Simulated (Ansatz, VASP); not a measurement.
**HfO2: VASP beside Ansatz**

File POSCAR:

```
HfO2
1.0
    0.0000000000      2.5575000000      2.5575000000
    2.5575000000      0.0000000000      2.5575000000
    2.5575000000      2.5575000000      0.0000000000
Hf O
1 2
Direct
   -0.0097751711      0.0097751711      0.0097751711
    0.2500000000      0.2500000000      0.2500000000
    0.7500000000      0.7500000000      0.7500000000
```

Contents of INCAR.step1:

```
PREC = Accurate ; ENCUT = 520
ISMEAR = 0 ; SIGMA = 0.05
LREAL = F ; LASPH = T
NELM = 80 ; NBANDS = 18
GGA = PE ; ALGO = Normal
EDIFF = 1E-4 ; LWAVE = T
LCHARG = F
```

The input INCAR.step2:

```
PREC = Accurate ; ENCUT = 520
EDIFF = 1E-7 ; ISMEAR = 0
SIGMA = 0.05 ; LREAL = F
LASPH = T ; NELM = 80
ALGO = Normal ; ISIF = 2
LWAVE = F ; LCHARG = F
METAGGA = R2SCAN ; LMIXTAU = T
NBANDS = 18 ; ISTART = 1
```

Contents of KPOINTS:

```
Automatic mesh
0
Gamma
  8 8 8
```

Input for Ansatz:

```yaml
crystal:
  lattice:
    - [0.0, 2.5575, 2.5575]
    - [2.5575, 0.0, 2.5575]
    - [2.5575, 2.5575, 0.0]
  atoms:
    - { symbol: Hf, position: [-0.0097751711, 0.0097751711, 0.0097751711] }
    - { symbol: O, position: [0.25, 0.25, 0.25] }
    - { symbol: O, position: [0.75, 0.75, 0.75] }
basis:
  ecutwfc: 500
kpoints:
  mp_grid: { grid: [8, 8, 8] }
hamiltonian:
  xc: r2scan
scf:
  occupations: { method: gaussian, width: 0.05 }
output:
  forces: true
  stress: true
  eigenvalues: true
```

Change from the starting cell: all Hf atoms moved +0.050 Å, as atom 1 along Cartesian [1 0 0].

Alike in both runs: task single point; functional r2SCAN; k mesh 8 × 8 × 8; occupations gaussian, width 0.05 eV; no spin polarisation.

|  | VASP | Ansatz |
| --- | --- | --- |
| version | VASP 6.6.1 | Ansatz 0.2.0 |
| potentials or method | VASP PAW PBE potentials, release 64 (Hf_pv, O), cutoff 520 eV | scalar-relativistic, plane waves, PAW |
| valence electrons in the cell | 22 | 38 |

```tsv
	VASP	Ansatz	Ansatz less VASP
gap on the k mesh at the Fermi level (eV)	4.21	4.21	-0.001
least direct gap on the mesh (eV)	4.21	4.21	-0.001
pressure (GPa)	-11.8	-8.2	+3.65
rms of the force components (eV/Å)	0.075	0.086	+0.0108
```

VASP's potentials were made for PBE, not for r2SCAN. Atom by atom the forces differ by 0.011 eV/Å (rms over components). VASP's potentials hold 22 valence electrons a cell and Ansatz's 38, so a difference there can come from the potentials and not from the codes.

Spin-orbit coupling is off throughout.
